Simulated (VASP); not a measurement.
# Ir (Fm-3m) in VASP: settings compared

Ir is run at these levels: BLYP+D4, BLYP, PBE, PBEsol+D3(BJ); tasks: relaxation of cell and atoms, single point.

Everything below comes from runs of VASP 6.6.1. Logs are shortened: lines on timing, memory, paths and dates and some standing lists are left out, and cuts for length are marked.

**1. The cell of the first run**

It takes space group Fm-3m (No. 225, cubic). The conventional cell has a = 3.831 Å, b = 3.831 Å, c = 3.831 Å, α = 90.00°, β = 90.00°, γ = 90.00°. Within 3.6 Å of Ir (site symmetry m-3m) lie 12 Ir at 2.71 Å.

**2. Relaxation of cell and atoms, BLYP+D4**

Contents of INCAR:

```
SYSTEM = Ir
PREC = Accurate
ENCUT = 600
EDIFF = 1E-6
ISMEAR = -1
SIGMA = 0.05
LREAL = .False.
LASPH = .True.
NELM = 80
ALGO = Normal
ISIF = 3
LWAVE = .False.
LCHARG = .False.
GGA = B5
ALDAX = 1.0
AGGAX = 1.0
AGGAC = 1.0
ALDAC = 0.0
IVDW = 13
VDW_S6 = 1.0
VDW_S8 = 2.34076671
VDW_A1 = 0.44488865
VDW_A2 = 4.0933009
IBRION = 2
NSW = 80
EDIFFG = -0.02
```

Contents of KPOINTS:

```
regular mesh
0
Gamma
  12 12 12
  0 0 0
```

Contents of POSCAR:

```
Ir
1.0
    0.0000000000      1.9156000000      1.9156000000
    1.9156000000      0.0000000000      1.9156000000
    1.9156000000      1.9156000000      0.0000000000
Ir
1
Direct
    0.0000000000      0.0000000000      0.0000000000
```

Potentials or basis: VASP PAW PBE potentials, release 64 (Ir).

The run is started by

```bash
> cat potpaw_PBE.64/Ir/POTCAR > POTCAR
> mpirun -np 1 vasp_std > vasp.out
```

OUTCAR:

```text
SYSTEM = Ir
   PREC = Accurate
   ENCUT = 600
   EDIFF = 1E-6
   ISMEAR = -1
   LREAL = .False.
   LASPH = .True.
   NELM = 80
   ISIF = 3
   GGA = B5
   IVDW = 13
   IBRION = 2
   NSW = 80
   EDIFFG = -0.02

 ion  position               nearest neighbor table
   1  0.000  0.000  0.000-

  LATTYP: Found a face centered cubic cell.
 ALAT       =     3.8312000000

  Lattice vectors:

 A1 = (   0.0000000000,   1.9156000000,   1.9156000000)
 A2 = (   1.9156000000,   0.0000000000,   1.9156000000)
 A3 = (   1.9156000000,   1.9156000000,   0.0000000000)

Analysis of symmetry for initial positions (statically):
[... 5 lines left out ...]
 face centered cubic supercell.

 Subroutine GETGRP returns: Found 48 space group operations
 (whereof 48 operations were pure point group operations)
 out of a pool of 48 trial point group operations.

The static configuration has the point symmetry O_h .

Analysis of symmetry for dynamics (positions and initial velocities):
[... 5 lines left out ...]
 face centered cubic supercell.

 Subroutine GETGRP returns: Found 48 space group operations
 (whereof 48 operations were pure point group operations)
 out of a pool of 48 trial point group operations.

The dynamic configuration has the point symmetry O_h .

 Subroutine INISYM returns: Found 48 space group operations
 (whereof 48 operations are pure point group operations),
 and found     1 'primitive' translations

----------------------------------------------------------------------------------------

                                     Primitive cell

  volume of cell :      14.0587

  direct lattice vectors                    reciprocal lattice vectors
     0.000000000  1.915600000  1.915600000    -0.261014826  0.261014826  0.261014826
     1.915600000  0.000000000  1.915600000     0.261014826 -0.261014826  0.261014826
     1.915600000  1.915600000  0.000000000     0.261014826  0.261014826 -0.261014826

  length of vectors
     2.709067500  2.709067500  2.709067500     0.452090940  0.452090940  0.452090940

  position of ions in fractional coordinates (direct lattice)
     0.000000000  0.000000000  0.000000000

  ion indices of the primitive-cell ions
   primitive index   ion index
                 1           1

----------------------------------------------------------------------------------------

 KPOINTS: regular mesh

Automatic generation of k-mesh.
 Grid dimensions read from file:
 generate k-points for:   12   12   12

 Generating k-lattice:

  Cartesian coordinates                     Fractional coordinates (reciprocal lattice)
    -0.021751235  0.021751235  0.021751235     0.083333333  0.000000000  0.000000000
     0.021751235 -0.021751235  0.021751235     0.000000000  0.083333333  0.000000000
     0.021751235  0.021751235 -0.021751235     0.000000000  0.000000000  0.083333333

  Length of vectors
     0.037674245  0.037674245  0.037674245

  Shift w.r.t. Gamma in fractional coordinates (k-lattice)
     0.000000000  0.000000000  0.000000000

 Subroutine IBZKPT returns following result:
 ===========================================

 Found     72 irreducible k-points:

 Following reciprocal coordinates:
            Coordinates               Weight
  0.000000  0.000000  0.000000      1.000000
  0.083333  0.000000  0.000000      8.000000
  0.166667  0.000000  0.000000      8.000000
  0.250000  0.000000  0.000000      8.000000
  0.333333  0.000000  0.000000      8.000000
  0.416667  0.000000  0.000000      8.000000
[... 16 lines left out ...]
  0.500000  0.166667  0.000000     24.000000
 -0.416667  0.166667  0.000000     24.000000
 [... further k-points ...]
   k-points           NKPTS =     72   k-points in BZ     NKDIM =     72   number of bands    NBANDS=      8
   number of dos      NEDOS =    301   number of ions     NIONS =      1
   total plane-waves  NPLWV =  13824
   dimension x,y,z NGX =    24 NGY =   24 NGZ =   24
   dimension x,y,z NGXF=    48 NGYF=   48 NGZF=   48
   ions per type =               1
   NGX,Y,Z   is equivalent  to a cutoff of  14.73, 14.73, 14.73 a.u.
   NGXF,Y,Z  is equivalent  to a cutoff of  29.46, 29.46, 29.46 a.u.
 SYSTEM =  Ir
   PREC   = accura    normal or accurate (medium, high low for compatibility)
   ISTART =      0    job   : 0-new  1-cont  2-samecut
   ICHARG =      2    charge: 1-file 2-atom 10-const
   ISPIN  =      1    spin polarized calculation?
   LNONCOLLINEAR =      F non collinear calculations
   LSORBIT =      F    spin-orbit coupling
   LASPH  =      T    aspherical Exc in radial PAW
   ENCUT  =  600.0 eV  44.10 Ry    6.64 a.u.   5.41  5.41  5.41*2*pi/ulx,y,z
   NELM   =     80;   NELMIN=  2; NELMDL= -5     # of ELM steps
   EDIFF  = 0.1E-05   stopping-criterion for ELM
   LREAL  =      F    real-space projection
   EDIFFG = -.2E-01   stopping-criterion for IOM
   NSW    =     80    number of steps for IOM
   IBRION =      2    ionic relax: 0-MD 1-quasi-New 2-CG
   NFREE  =      1    steps in history (QN), initial steepest desc. (CG)
   ISIF   =      3    stress and relaxation
   ISYM   =      2    0-nonsym 1-usesym 2-fastsym
   POTIM  = 0.5000    time-step for ionic-motion
   TEBEG  =    0.0;   TEEND  =   0.0 temperature during run
   PSTRESS=    0.0 pullay stress
   NELECT =       9.0000    total number of electrons
   NUPDOWN=      -1.0000    fix difference up-down
   EMIN   =  10.00;   EMAX   =-10.00  energy-range for DOS
[... 5 lines left out ...]
     AMIX     =   0.40;   BMIX     =  1.00
     AMIX_MAG =   1.60;   BMIX_MAG =  1.00
  volume/ion in A,a.u.               =      14.06        94.87
  Fermi-wavevector in a.u.,A,eV,Ry     =   1.410937  2.666284 27.085691  1.990742
  Thomas-Fermi vector in A             =   2.532839
   LORBIT       =      0    0 simple, 1 ext, 2 COOP (PROOUT), +10 PAW based schemes
   GGA     = B5    functional components
   LHFCALC =     F    Hartree Fock is set to
   AEXX    =    0.0000 exact exchange contribution
   IVDW    =    13    specifies the selected vdW correction
   LEPSILON=     F    determine dielectric tensor
   LRPA    =     F    only Hartree local field effects (RPA)
 conjugate gradient relaxation of ions
 non-spin polarized calculation
  energy-cutoff  :      600.00
  volume of cell :       14.06
 maximum number of plane-waves:       495
 NGX is ok and might be reduce to    24
   NGX = 11   NGY = 11   NGZ = 11

--------------------------------------- Ionic step        1  -------------------------------------------

 number of electron       9.0000000 magnetization

 Free energy of the ion-electron system (eV)
  ---------------------------------------------------
  ext. energy  EPLUGINS =         0.00000000
  ---------------------------------------------------
  free energy    TOTEN  =        -7.34401546 eV

  energy without entropy =       -7.33938480  energy(sigma->0) =       -7.34170013

------------------------ aborting loop because EDIFF is reached ----------------------------------------

  DFT-D4 for vdW energy calculation

  Edisp (eV):   -1.80806

  FORCE on cell =-STRESS in cart. coord.  units (eV):
  Direction    XX          YY          ZZ          XY          YZ          ZX
  --------------------------------------------------------------------------------------
  -------------------------------------------------------------------------------------
  Total       1.06450     1.06450     1.06450     0.00000     0.00000     0.00000
  in kB     121.31389   121.31389   121.31389     0.00000     0.00000     0.00000
  external pressure =      121.31 kB  Pullay stress =        0.00 kB
[... 20 lines left out ...]
  energy  without entropy=       -9.1474422257  energy(sigma->0) =       -9.14975755

--------------------------------------- Ionic step        2  -------------------------------------------

 number of electron       9.0000001 magnetization

 E-fermi :   8.6327     XC(G=0): -12.4521

 val. band max:        8.6308513667   @ k =  -0.3333   0.3333   0.0000
 cond. band min:       8.6421950923   @ k =  -0.2500   0.0833   0.0000
 fundamental gap:      0.0113437256
 Fermi energy:         8.6326945629

 k-point     1 :       0.0000    0.0000    0.0000
  band No.  band energies     occupation
      1      -0.8148      2.00000
      2       5.5152      2.00000
      3       5.5152      2.00000
      4       5.5152      2.00000
      5       7.6349      2.00000
      6       7.6349      2.00000
      7      23.4942      0.00000
      8      28.1006      0.00000
[... 328 lines left out ...]
  energy  without entropy=       -9.1637016078  energy(sigma->0) =       -9.16618642

--------------------------------------- Ionic step        4  -------------------------------------------

 number of electron       9.0000000 magnetization

 Free energy of the ion-electron system (eV)
  ---------------------------------------------------
  ext. energy  EPLUGINS =         0.00000000
  ---------------------------------------------------
  free energy    TOTEN  =        -7.41628750 eV

  energy without entropy =       -7.41133460  energy(sigma->0) =       -7.41381105

 E-fermi :  10.5657     XC(G=0): -13.1267

 val. band max:       10.5509978447   @ k =  -0.3333   0.3333   0.0000
 cond. band min:      10.5704383559   @ k =  -0.2500   0.0833   0.0000
 fundamental gap:      0.0194405113
 Fermi energy:        10.5656792878

 k-point     1 :       0.0000    0.0000    0.0000
  band No.  band energies     occupation
      1      -0.0899      2.00000
      2       6.7989      2.00000
      3       6.7989      2.00000
      4       6.7989      2.00000
      5       9.3647      2.00000
      6       9.3647      2.00000
      7      25.2591      0.00000
      8      30.5594      0.00000
[... 285 lines left out ...]
  FREE ENERGIE OF THE ION-ELECTRON SYSTEM (eV)
  ---------------------------------------------------
  free  energy   TOTEN  =        -9.1687207680 eV

  energy  without entropy=       -9.1637678671  energy(sigma->0) =       -9.16624432

 reached required accuracy - stopping structural energy minimisation
```

Run time: 86 s. Hardware: 1 thread of AMD EPYC 7R13, shared host; peak memory 0.13 GiB.

What came out:

* Free energy: -9.1687 eV
* Relaxed volume: 14.52 Å³/atom
* Relaxed cell: a = 2.738 Å, b = 2.738 Å, c = 2.738 Å, α = 60.00°, β = 60.00°, γ = 60.00°
* Space group after relaxing (to 0.05 Å): Fm-3m (No. 225)
* Energy gained by relaxing: 16.6 meV/atom
* Ionic steps: 4
* Pressure after relaxing: -0.1 GPa
* Dispersion energy per atom: -1.752 eV

The path:
| step | energy change (eV) | largest force (eV/Å) | pressure (GPa) | volume (Å³) |
| --- | --- | --- | --- | --- |
| 1 | 0.0000 | 0.0000 | 12.13 | 14.06 |
| 2 | 0.1802 | 0.0000 | -30.51 | 16.34 |
| 3 | -0.0166 | 0.0000 | -0.59 | 14.54 |
| 4 | -0.0166 | 0.0000 | -0.07 | 14.52 |

Final structure:
```xyz
1
Lattice="0.0000 1.9361 1.9361 1.9361 0.0000 1.9361 1.9361 1.9361 0.0000" Properties=species:S:1:pos:R:3 pbc="T T T"
Ir    0.0000    0.0000    0.0000
```

Caveat: the PAW data sets were made with another functional, which shifts forces and pressure a little; spin-orbit coupling is left out, which moves the levels of the heavy elements; pairwise dispersion overbinds metals, which lowers pressure and volume. Zero-point motion and thermal expansion aren't in these numbers.

[end of part 1 of 2]
